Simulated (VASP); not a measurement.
# MnO2 (P-3m1) in VASP: settings compared

MnO2 is run at these levels: LDA, PBEsol; tasks: single point, relaxation of cell and atoms.

All numbers are computed with VASP 6.6.1; they aren't measurements. Logs are shortened: lines on timing, memory, paths and dates and some standing lists are left out, and cuts for length are marked.

### Step 1. The cell of the first run

It takes space group P-3m1 (No. 164, trigonal). The conventional cell has a = 2.894 Å, b = 2.894 Å, c = 4.662 Å, α = 90.00°, β = 90.00°, γ = 120.00°. Within 2.6 Å of Mn (site symmetry -3m) lie 6 O at 1.93 Å. O (site symmetry 3m) has 3 Mn at 1.93 Å and 3 O at 2.55 Å within 2.6 Å.

### Step 2. Single point, LDA, collinear spin, ferromagnetic start

Contents of INCAR:

```
SYSTEM = MnO2
ALGO = Normal
EDIFF = 1E-6
ENCUT = 520
ISIF = 2
ISMEAR = -1
ISPIN = 2
LASPH = .TRUE.
LCHARG = .TRUE.
LELF = .TRUE.
LMAXMIX = 4
LORBIT = 11
LREAL = .FALSE.
LVHAR = .TRUE.
LWAVE = .FALSE.
MAGMOM = 4 0 0
NBANDS = 24
NELM = 150
PREC = Accurate
SIGMA = 0.05
```

Contents of KPOINTS:

```
k-points
0
G
  11 11 6
  0 0 0
```

Contents of POSCAR:

```
MnO2
1.0
    2.8941690462      0.0000000000      0.0000000000
   -1.4470845231      2.5064239170      0.0000000000
    0.0000000000      0.0000000000      4.6619253983
Mn O
1 2
Direct
    0.0000000000      0.0000000000      0.5000000000
    0.3333333333      0.6666666667      0.7062925700
    0.6666666667      0.3333333333      0.2937074300
```

Potentials or basis: VASP PAW LDA potentials, release 64 (Mn_pv, O).

Run with:

```console
> cat potpaw_LDA.64/Mn_pv/POTCAR potpaw_LDA.64/O/POTCAR > POTCAR
> mpirun -np 1 vasp_std > vasp.out
```

OUTCAR:

```text
SYSTEM = MnO2
   EDIFF = 1E-6
   ENCUT = 520
   ISIF = 2
   ISMEAR = -1
   ISPIN = 2
   LASPH = .TRUE.
   LORBIT = 11
   LREAL = .FALSE.
   NELM = 150
   PREC = Accurate

 ion  position               nearest neighbor table
   1  0.000  0.000  0.500-   2 1.93   3 1.93   3 1.93   2 1.93   3 1.93   2 1.93
   2  0.333  0.667  0.706-   1 1.93   1 1.93   1 1.93
   3  0.667  0.333  0.294-   1 1.93   1 1.93   1 1.93

  LATTYP: Found a hexagonal cell.
 ALAT       =     2.8941690462
 C/A-ratio  =     1.6107992739

  Lattice vectors:

 A1 = (   2.8941690462,   0.0000000000,   0.0000000000)
 A2 = (  -1.4470845231,   2.5064239170,   0.0000000000)
 A3 = (   0.0000000000,   0.0000000000,   4.6619253983)

Analysis of symmetry for initial positions (statically):
=====================================================================
 Subroutine PRICEL returns:
 Original cell was already a primitive cell.

 Routine SETGRP: Setting up the symmetry group for a
 hexagonal supercell.

 Subroutine GETGRP returns: Found 12 space group operations
 (whereof 12 operations were pure point group operations)
 out of a pool of 24 trial point group operations.

The static configuration has the point symmetry D_3d.

Analysis of symmetry for dynamics (positions and initial velocities):
=====================================================================
 Subroutine PRICEL returns:
 Original cell was already a primitive cell.

 Routine SETGRP: Setting up the symmetry group for a
 hexagonal supercell.

 Subroutine GETGRP returns: Found 12 space group operations
 (whereof 12 operations were pure point group operations)
 out of a pool of 24 trial point group operations.

The dynamic configuration has the point symmetry D_3d.

Analysis of structural, dynamic, and magnetic symmetry:
=====================================================================
 Subroutine PRICEL returns:
 Original cell was already a primitive cell.

 Routine SETGRP: Setting up the symmetry group for a
 hexagonal supercell.

 Subroutine GETGRP returns: Found 12 space group operations
 (whereof 12 operations were pure point group operations)
 out of a pool of 24 trial point group operations.

The overall configuration has the point symmetry D_3d.

 Subroutine INISYM returns: Found 12 space group operations
 (whereof 12 operations are pure point group operations),
 and found     1 'primitive' translations

[... 120 lines left out ...]
   LORBIT       =     11    0 simple, 1 ext, 2 COOP (PROOUT), +10 PAW based schemes
   GGA     = CA    functional components
   LHFCALC =     F    Hartree Fock is set to
   AEXX    =    0.0000 exact exchange contribution
   IVDW    =     0    specifies the selected vdW correction
   LEPSILON=     F    determine dielectric tensor
   LRPA    =     F    only Hartree local field effects (RPA)
 spin polarized calculation
  energy-cutoff  :      520.00
  volume of cell :       33.82
 maximum number of plane-waves:       941
 NGX is ok and might be reduce to    24
   NGX = 11   NGY = 11   NGZ = 17

 number of electron      24.9999990 magnetization       2.9993550

 Free energy of the ion-electron system (eV)
  ---------------------------------------------------
  ext. energy  EPLUGINS =         0.00000000
  ---------------------------------------------------
  free energy    TOTEN  =       -26.02839440 eV

  energy without entropy =      -26.02822917  energy(sigma->0) =      -26.02831178

 E-fermi :   2.8938     XC(G=0): -11.2345

 val. band max:        2.6521279772   @ k =   0.0909  -0.0000   0.5000
 cond. band min:       3.1050861373   @ k =   0.0000   0.0000   0.5000
 fundamental gap:      0.4529581601
 Fermi energy:         2.8937537845

 spin component 1

 k-point     1 :       0.0000    0.0000    0.0000
  band No.  band energies     occupation
      1     -47.2031      1.00000
      2     -47.2031      1.00000
      3     -47.1668      1.00000
      4     -16.5633      1.00000
      5     -14.3130      1.00000
      6      -3.4817      1.00000
[... 637 lines left out ...]
     23      22.8030      0.00000
     24      25.0650      0.00000

 [... further k-points ...]

 spin component 2

 k-point     1 :       0.0000    0.0000    0.0000
  band No.  band energies     occupation
      1     -44.3879      1.00000
      2     -44.3879      1.00000
      3     -44.2275      1.00000
      4     -16.3836      1.00000
      5     -14.1752      1.00000
      6      -2.7572      1.00000
[... 637 lines left out ...]
     23      23.4358      0.00000
     24      25.2065      0.00000

 [... further k-points ...]

------------------------ aborting loop because EDIFF is reached ----------------------------------------

  FORCE on cell =-STRESS in cart. coord.  units (eV):
  Direction    XX          YY          ZZ          XY          YZ          ZX
  --------------------------------------------------------------------------------------
  -------------------------------------------------------------------------------------
  Total       -3.5276896     -3.5276896     -2.2177653      0.0000000     -0.0000000      0.0000000
  in kB     -167.1310758   -167.1310759   -105.0708955      0.0000000     -0.0000000      0.0000000
  external PRESSURE =    -146.4443491 kB  Pullay stress =       0.0000000 kB

 VOLUME and BASIS-vectors are now :
 -----------------------------------------------------------------------------
  energy-cutoff  :      520.00
  volume of cell :       33.82
      direct lattice vectors                 reciprocal lattice vectors
     2.894169046  0.000000000  0.000000000     0.345522319  0.199487404  0.000000000
    -1.447084523  2.506423917  0.000000000     0.000000000  0.398974808  0.000000000
     0.000000000  0.000000000  4.661925398     0.000000000  0.000000000  0.214503647

 POSITION                                       TOTAL-FORCE (eV/Angst)
 -----------------------------------------------------------------------------------
      0.00000      0.00000      2.33096         0.000000     -0.000000      0.000000
     -0.00000      1.67095      3.29268        -0.000000      0.000000     -0.977811
      1.44708      0.83547      1.36924        -0.000000     -0.000000      0.977811
 -----------------------------------------------------------------------------------
    total drift:                               -0.000000      0.000000      0.000000

  FREE ENERGIE OF THE ION-ELECTRON SYSTEM (eV)
  ---------------------------------------------------
  free  energy   TOTEN  =       -26.0283943987 eV

  energy  without entropy=      -26.0282291666  energy(sigma->0) =      -26.02831178

 total charge

# of ion       s       p       d       tot
------------------------------------------
    1        0.343   6.436   4.914  11.692
    2        1.570   3.367   0.000   4.937
    3        1.570   3.367   0.000   4.937
--------------------------------------------------
tot          3.482  13.170   4.914  21.566

 magnetization (x)

# of ion       s       p       d       tot
------------------------------------------
    1        0.029   0.034   2.756   2.819
    2        0.004   0.040   0.000   0.044
    3        0.004   0.040   0.000   0.044
--------------------------------------------------
tot          0.037   0.114   2.756   2.907
```

It took 72 s on 1 thread of Intel Xeon 6975P-C (Granite Rapids), shared host; peak memory 0.21 GiB.

What came out:

| Quantity | Value |
| --- | --- |
| Free energy | -26.0284 eV |
| Pressure | -14.6 GPa |
| Largest force | 0.978 eV/Å |
| Band gap on the k mesh | 0.45 eV, indirect (least direct gap 0.50 eV) |
| Net moment | 3.00 μB per cell |
| Site moments | Mn +2.82; O +0.04 μB |
| Valence electrons inside the program's atomic spheres | Mn 11.69; O 4.94 |

Forces in eV/Å, atoms in the order of the input:
```
Mn   0.000  0.000  0.000
O    0.000  0.000 -0.978
O    0.000  0.000  0.978
```

Caveat: a cell with one magnetic atom can't hold antiferromagnetic order, which such compounds often take.

### Step 3. Single point, LDA, collinear spin, ferromagnetic start

This run uses another cell than the first one, of 11.49 Å³/atom, 1.019 times its volume.

Contents of INCAR:

```
PREC = Accurate
ENCUT = 520
EDIFF = 1E-6
ISMEAR = -1
SIGMA = 0.05
LREAL = F
LASPH = T
NELM = 150
ALGO = Normal
ISIF = 2
LWAVE = F
LCHARG = F
ISPIN = 2
MAGMOM = 4 0 0
LORBIT = 11
LMAXMIX = 4
GGA = CA
NBANDS = 24
```

Contents of KPOINTS:

```
Automatic mesh
0
Gamma
  11 11 6
```

Contents of POSCAR:

```
MnO2
1.0
    2.9126037410      0.0000000000      0.0000000000
   -1.4563018705      2.5223888309      0.0000000000
    0.0000000000      0.0000000000      4.6916199912
Mn O
1 2
Direct
    0.0000000000      0.0000000000      0.5000000000
    0.3333333333      0.6666666667      0.7062925700
    0.6666666667      0.3333333333      0.2937074300
```

Potentials or basis: VASP PAW LDA potentials, release 64 (Mn_pv, O).

Run with:

```console
> cat potpaw_LDA.64/Mn_pv/POTCAR potpaw_LDA.64/O/POTCAR > POTCAR
> mpirun -np 1 vasp_std > vasp.out
```

It took 73 s on 1 thread of Intel Xeon 6975P-C (Granite Rapids), shared host; peak memory 0.21 GiB.

Results (log left out):

* Free energy: -25.9643 eV
* Pressure: -17.5 GPa
* Largest force: 1.208 eV/Å
* Band gap on the k mesh: 0.52 eV, indirect (least direct gap 0.57 eV)
* Net moment: 3.00 μB per cell
* Site moments: Mn +2.84; O +0.04 μB
* Valence electrons inside the program's atomic spheres: Mn 11.65; O 4.93

Forces on the atoms (eV/Å):
```
Mn   0.000  0.000  0.000
O    0.000  0.000 -1.208
O    0.000  0.000  1.208
```

Stress tensor (GPa, compression positive):
```
-19.95   0.00   0.00
  0.00 -19.95   0.00
  0.00   0.00 -12.50
```

Levels at points of the mesh, in eV from the valence-band top:
Spin up:
```tsv
k point	band 12	band 13	band 14	band 15	band 16	band 17
(0.00, 0.00, 0.00)	-1.42	-1.13	-0.33	2.51	2.51	6.50
(0.00, 0.00, 0.50)	-1.46	-1.46	-0.05	2.55	2.55	8.58
```
Spin down:
```tsv
k point	band 8	band 9	band 10	band 11	band 12	band 13	band 14	band 15
(0.00, 0.00, 0.00)	-4.77	-1.32	-1.32	-0.98	0.53	0.53	2.01	3.87
(0.00, 0.00, 0.50)	-4.42	-2.26	-1.36	-1.36	0.52	0.52	2.13	3.92
```

Caveat: a cell with one magnetic atom can't hold antiferromagnetic order, which such compounds often take; forces of over 1 eV/Å act on the atoms, so gaps and moduli don't describe the material at rest. LDA gaps usually lie below the measured ones, often by a third to a half.

(Part 1 of 2 ends here.)
